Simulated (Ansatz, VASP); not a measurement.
Hf5H2 in VASP and in Ansatz

File INCAR:

```
ALGO = Normal
EDIFF = 1E-6
EDIFFG = -0.01
ENCUT = 600
GGA = PE
IBRION = 2
ISIF = 3
ISMEAR = 0
LASPH = True
LCHARG = False
LREAL = False
LWAVE = False
NELM = 100
NSW = 100
PREC = Accurate
SIGMA = 0.1
```

Contents of KPOINTS:

```
k-points
0
Gamma
  12 12 4
```

The input POSCAR:

```
Hf5H2
1.0
    3.1985821224      0.0000000000      0.0000000000
   -1.5992910612      2.7700533741      0.0000000000
    0.0000000000      0.0000000000     13.3264783183
Hf H
5 2
Direct
    0.6666666667      0.3333333333      0.3874207677
    0.3333333333      0.6666666667      0.6125792323
    0.0000000000      0.0000000000      0.0000000000
    0.6666666667      0.3333333333      0.8065955583
    0.3333333333      0.6666666667      0.1934044417
    0.6666666667      0.3333333333      0.5452995650
    0.3333333333      0.6666666667      0.4547004350
```

Input for Ansatz:

```yaml
crystal:
  lattice:
    - [3.1985821224, 0.0, 0.0]
    - [-1.5992910612, 2.7700533741, 0.0]
    - [0.0, 0.0, 13.3264783183]
  atoms:
    - { symbol: Hf, position: [0.6666666667, 0.3333333333, 0.3874207677] }
    - { symbol: Hf, position: [0.3333333333, 0.6666666667, 0.6125792323] }
    - { symbol: Hf, position: [0.0, 0.0, 0.0] }
    - { symbol: Hf, position: [0.6666666667, 0.3333333333, 0.8065955583] }
    - { symbol: Hf, position: [0.3333333333, 0.6666666667, 0.1934044417] }
    - { symbol: H, position: [0.6666666667, 0.3333333333, 0.545299565] }
    - { symbol: H, position: [0.3333333333, 0.6666666667, 0.454700435] }
basis:
  ecutwfc: 420
kpoints:
  mp_grid: { grid: [12, 12, 4] }
hamiltonian:
  xc: pbe
scf:
  occupations: { method: gaussian, width: 0.1 }
output:
  forces: true
  stress: true
  eigenvalues: true
relax:
  adjacent_minimum: "off"
  f_tol: 0.01
  max_steps: 80
  cell: { stress_tol: 0.05 }
```

Alike in both runs: task relaxation of cell and atoms; functional PBE; k mesh 12 × 12 × 4; occupations gaussian, width 0.1 eV; no spin polarisation.

```csv
,VASP,Ansatz
version,VASP 6.6.1,Ansatz 0.2.0
potentials or method,"VASP PAW PBE potentials, release 64 (Hf_pv, H), cutoff 600 eV","scalar-relativistic, plane waves, PAW"
valence electrons in the cell,52,132
```

VASP gave:

* gap on the k mesh at the Fermi level, each at its own relaxed structure (eV): none
* relaxed volume (Å³/atom): 16.77
* relaxed length of the cell vector where the two differ most in proportion (Å): 13.231

Question: Which values does Ansatz return?

Answer: gap on the k mesh at the Fermi level, each at its own relaxed structure (eV): none; relaxed volume (Å³/atom): 16.84; relaxed length of the cell vector where the two differ most in proportion (Å): 13.252.

A gap of «none» marks a metal or a gap that the smearing closes. VASP's potentials hold 52 valence electrons a cell and Ansatz's 132, so a difference there can come from the potentials and not from the codes.

Neither program's run includes spin-orbit coupling.
